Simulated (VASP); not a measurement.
Set up this calculation in VASP 6.6.1, as the native input.

| Quantity | Value |
| --- | --- |
| Task | relaxation of cell and atoms |
| Functional | LDA |
| Potentials or basis | VASP PAW LDA potentials, release 64 (As) |
| Cutoff | 600 eV |
| k mesh | 12 × 12 × 12 |
| Occupations | fermi-dirac, width 0.1 eV |
| Spin | no spin polarisation |
| Target pressure | 10 GPa |
| Dipole correction | no |
| Further INCAR settings | ALGO = Normal; EDIFF = 1e-06; IBRION = 2; EDIFFG = -0.01; NSW = 80; ISIF = 3 |

The structure of As lies in POSCAR:

```
As
1.0
    0.0000000000      3.0350000000      3.0350000000
    3.0350000000      0.0000000000      3.0350000000
    3.0350000000      3.0350000000      0.0000000000
As
2
Direct
    0.0000000000      0.0000000000      0.0000000000
    0.2500000000      0.2500000000      0.2500000000
```

The input as run:

INCAR

```
ALGO = Normal ; EDIFF = 1E-6
EDIFFG = -0.01 ; ENCUT = 600
IBRION = 2 ; ISIF = 3
ISMEAR = -1 ; LASPH = T
LCHARG = F ; LREAL = F
LWAVE = F ; NELM = 60
NSW = 80 ; PREC = Accurate
PSTRESS = 100.0 ; SIGMA = 0.1
```

KPOINTS

```
k-points
0
Gamma
  12 12 12
```

Potentials or basis: VASP PAW LDA potentials, release 64 (As).

Launch:

```sh
$ cat potpaw_LDA.64/As/POTCAR > POTCAR
$ mpirun -np 1 vasp_std > vasp.out
```

It gave:

- Relaxed volume: 23.07 Å³/atom
- Relaxed cell: a = 4.026 Å, b = 4.026 Å, c = 4.026 Å, α = 60.00°, β = 60.00°, γ = 60.00°
- Space group after relaxing (to 0.05 Å): Fd-3m (No. 227)
- Energy change on relaxing (the enthalpy is what falls): +86.1 meV/atom
- Ionic steps: 4
- Pressure after relaxing: 10.1 GPa
- Band gap on the k mesh: zero (band 5 reaches 6.35 eV, above the bottom of band 6 at 3.80 eV)

Caveat: the cell is relaxed towards a set pressure, so the enthalpy falls and the energy may rise; the volume moved by over 15 % at a fixed basis, so the end points are rough.

Run time: 53 s on 1 thread of Intel(R) Xeon(R) 6975P-C (Granite Rapids), on a shared host, peak memory 0.2 GiB.
